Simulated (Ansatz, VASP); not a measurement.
AlN in VASP and in Ansatz

Contents of INCAR:

```
PREC = Accurate
ENCUT = 520
EDIFF = 1E-6
ISMEAR = 0
SIGMA = 0.01
LREAL = F
LASPH = T
NELM = 60
ALGO = Normal
ISIF = 2
LWAVE = F
LCHARG = F
GGA = PE
NBANDS = 11
```

The input KPOINTS:

```
Automatic mesh
0
Gamma
  10 10 10
```

Contents of POSCAR:

```
AlN
1.0
    0.0000000000      2.2015871026      2.2015871026
    2.2015871026      0.0000000000      2.2015871026
    2.2015871026      2.2015871026      0.0000000000
Al N
1 1
Direct
    0.0000000000      0.0000000000      0.0000000000
    0.7500000000      0.7500000000      0.7500000000
```

Input for Ansatz:

```yaml
crystal:
  lattice:
    - [0.0, 2.2015871008, 2.2015871008]
    - [2.2015871008, 0.0, 2.2015871008]
    - [2.2015871008, 2.2015871008, 0.0]
  atoms:
    - { symbol: Al, position: [0.0, 0.0, 0.0] }
    - { symbol: "N", position: [0.75, 0.75, 0.75] }
basis:
  ecutwfc: 420
  xc_grid: 2
kpoints:
  mp_grid: { grid: [10, 10, 10] }
  band_path: { path: [VBM, CBM], npoints: 2 }
hamiltonian:
  xc: pbe
scf:
  occupations: { method: gaussian, width: 0.01 }
output:
  forces: true
  stress: true
  eigenvalues: true
```

Alike in both runs: task single point; functional PBE; k mesh 10 × 10 × 10; occupations gaussian, width 0.01 eV; no spin polarisation.

```csv
,VASP,Ansatz
version,VASP 6.6.1,Ansatz 0.2.0
potentials or method,"VASP PAW PBE potentials, release 64 (Al, N), cutoff 520 eV","scalar-relativistic, plane waves, PAW"
valence electrons in the cell,8,8
```

```csv
,VASP,Ansatz,Ansatz less VASP
gap on the k mesh at the Fermi level (eV),3.30,3.31,+0.007
least direct gap on the mesh (eV),3.98,3.98,-0.009
pressure (GPa),-0.3,0.0,+0.29
```

With one functional, cell and mesh, what is left measures potentials, basis and numerics.
